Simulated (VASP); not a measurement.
# Si4Mo2S in VASP: further runs, part 2 of 2

VASP 6.6.1. The steps go on from the part before.

## (4) Single point, PBE

File INCAR:

```
PREC     = Accurate       # precision mode
ENCUT    = 520            # plane-wave cutoff, eV
EDIFF    = 1E-6           # SCF threshold, eV
ISMEAR   = 0              # smearing method
SIGMA    = 0.1            # smearing width, eV
LREAL    = F              # projectors in reciprocal space
LASPH    = T              # aspherical terms in the spheres
NELM     = 100            # most SCF steps
ALGO     = Fast           # electronic algorithm
ISIF     = 2              # what is computed and relaxed
LWAVE    = F              # write WAVECAR
LCHARG   = F              # write CHGCAR
LDIPOL   = T            
IDIPOL   = 3            
DIPOL    = 0.5 0.5 0.361
GGA      = PE             # functional
NBANDS   = 34             # bands
```

File KPOINTS:

```
regular mesh
0
Gamma
  8 8 1
```

File POSCAR:

```
Si4Mo2S
1.0
    3.2169717406      0.0000000000      0.0000000000
    0.0000000000      3.2169717406      0.0000000000
    0.0000000000      0.0000000000     21.8787970309
Si Mo S
4 2 1
Direct
    0.0000000000      0.0000000000      0.1828254083
    0.0000000000      0.0000000000      0.3015081460
    0.5000000000      0.5000000000      0.3593659940
    0.5000000000      0.5000000000      0.4743769512
    0.5000000000      0.5000000000      0.2421667771
    0.0000000000      0.0000000000      0.4192862009
    0.6250000000      0.8750000000      0.5478120902
```

Potentials or basis: VASP PAW PBE potentials, release 64 (Si, Mo_sv, S).

Run with:

```
cat potpaw_PBE.64/Si/POTCAR potpaw_PBE.64/Mo_sv/POTCAR potpaw_PBE.64/S/POTCAR > POTCAR
mpirun -np 1 vasp_std > vasp.out
```

OUTCAR:

```text
PREC = Accurate
   ENCUT = 520
   EDIFF = 1E-6
   ISMEAR = 0
   LREAL = F
   LASPH = T
   NELM = 100
   ISIF = 2
   GGA = PE

 ion  position               nearest neighbor table
   1  0.000  0.000  0.183-   2 2.60   5 2.62   5 2.62   5 2.62   5 2.62
   2  0.000  0.000  0.302-   6 2.58   1 2.60   3 2.60   3 2.60   3 2.60   3 2.60   5 2.62   5 2.62
                             5 2.62   5 2.62
   3  0.500  0.500  0.359-   4 2.52   5 2.56   2 2.60   2 2.60   2 2.60   2 2.60   6 2.63   6 2.63
                             6 2.63   6 2.63
   4  0.500  0.500  0.474-   7 2.05   3 2.52   6 2.57   6 2.57   6 2.57   6 2.57   7 2.60
   5  0.500  0.500  0.242-   3 2.56   1 2.62   1 2.62   1 2.62   1 2.62   2 2.62   2 2.62   2 2.62
                             2 2.62
   6  0.000  0.000  0.419-   4 2.57   4 2.57   4 2.57   4 2.57   2 2.58   3 2.63   3 2.63   3 2.63
                             3 2.63   7 3.09
   7  0.625  0.875  0.548-   4 2.05   4 2.60   6 3.09

  LATTYP: Found a simple tetragonal cell.
 ALAT       =     3.2169717406
 C/A-ratio  =     6.8010535358

  Lattice vectors:

[... 202 lines left out ...]
      1     -58.6360      2.00000
      2     -58.4473      2.00000
      3     -32.8389      2.00000
      4     -32.7330      2.00000
      5     -32.6611      2.00000
      6     -32.6011      2.00000
[... 877 lines left out ...]
     33       6.2031      0.00000
     34       7.0810      0.00000

 [... further k-points ...]

------------------------ aborting loop because EDIFF is reached ----------------------------------------

 vacuum level on the upper side and lower side of the slab       (xc-potential included)         0.306        -0.330

  FORCE on cell =-STRESS in cart. coord.  units (eV):
  Direction    XX          YY          ZZ          XY          YZ          ZX
  --------------------------------------------------------------------------------------
  -------------------------------------------------------------------------------------
  Total        1.8230704      1.1989827     -0.4221181     -0.0266197      1.0373967      0.6157398
  in kB       12.9001895      8.4840961     -2.9869411     -0.1883634      7.3407008      4.3570229
  external PRESSURE =       6.1324482 kB  Pullay stress =       0.0000000 kB

 VOLUME and BASIS-vectors are now :
 -----------------------------------------------------------------------------
  energy-cutoff  :      520.00
  volume of cell :      226.42
      direct lattice vectors                 reciprocal lattice vectors
     3.216971741  0.000000000  0.000000000     0.310851347  0.000000000  0.000000000
     0.000000000  3.216971741  0.000000000     0.000000000  0.310851347  0.000000000
     0.000000000  0.000000000 21.878797031     0.000000000  0.000000000  0.045706352

 POSITION                                       TOTAL-FORCE (eV/Angst)
 -----------------------------------------------------------------------------------
      0.00000      0.00000      4.00000        -0.016140     -0.002175      0.574641
      0.00000      0.00000      6.59664         0.021549      0.009168     -0.626366
      1.60849      1.60849      7.86250        -0.067095     -0.023209     -0.270387
      1.60849      1.60849     10.37880        -0.103871     -1.435608      0.421708
      1.60849      1.60849      5.29832         0.034194     -0.000519     -0.074314
      0.00000      0.00000      9.17348        -0.138100      0.475179      0.040991
      2.01061      2.81485     11.98547         0.269463      0.977164     -0.066272
 -----------------------------------------------------------------------------------
    total drift:                               -0.000053     -0.000119      0.000751

  FREE ENERGIE OF THE ION-ELECTRON SYSTEM (eV)
  ---------------------------------------------------
  free  energy   TOTEN  =       -48.3031993004 eV

  energy  without entropy=      -48.2957715118  energy(sigma->0) =      -48.29948541

 vacuum level on the upper side and lower side of the slab         7.248         6.594
```

OSZICAR:

```text
N       E                     dE             d eps       ncg     rms          rms(c)
DAV:   1     0.346062377164E+03    0.34606E+03   -0.26303E+04  2824   0.125E+03
DAV:   2    -0.315432545798E+02   -0.37761E+03   -0.36610E+03  2836   0.305E+02
DAV:   3    -0.501561846915E+02   -0.18613E+02   -0.17979E+02  2936   0.586E+01
[... 17 lines left out ...]
RMM:  21    -0.483031694525E+02   -0.33639E-04   -0.39098E-06  2220   0.480E-03    0.164E-03
RMM:  22    -0.483031850790E+02   -0.15626E-04   -0.10861E-06  1735   0.283E-03    0.115E-03
RMM:  23    -0.483031949514E+02   -0.98724E-05   -0.75147E-07  1701   0.214E-03    0.102E-03
RMM:  24    -0.483031960040E+02   -0.10526E-05   -0.92762E-08  1146   0.120E-03    0.755E-04
RMM:  25    -0.483031992075E+02   -0.32035E-05   -0.34843E-07  1269   0.139E-03    0.245E-04
RMM:  26    -0.483031993004E+02   -0.92901E-07   -0.31374E-08   863   0.968E-04
   1 F= -.48303199E+02 E0= -.48299485E+02  d E =-.742779E-02
```

It took 8.8 min on 1 thread of AMD EPYC 9755, shared host; peak memory 0.42 GiB.

What came out:

```
Free energy            : -48.3032 eV
Largest force          : 1.500 eV/Å
Band gap on the k mesh : zero (bands 25 and 26 overlap by 0.54 eV)
```

Forces on the atoms (eV/Å):
```
Si  -0.016 -0.002  0.575
Si   0.022  0.009 -0.626
Si  -0.067 -0.023 -0.270
Si  -0.104 -1.436  0.422
Mo   0.034 -0.001 -0.074
Mo  -0.138  0.475  0.041
S    0.269  0.977 -0.066
```

## (5) The runs side by side

| cell | gap on the mesh (eV) | largest force (eV/Å) |
| --- | --- | --- |
| as given, atomic positions A | none | 0.77 |
| as given, atomic positions B | none | 1.48 |
| as given, atomic positions C | none | 1.50 |

Alike in all rows: task single point; level PBE; potentials or basis VASP PAW PBE potentials, release 64 (Si, Mo_sv, S); no spin polarisation; k mesh 8 × 8 × 1; cutoff (eV) 520; smearing gaussian 0.1 eV.

Absolute energies hang on the potentials; compare differences alone.
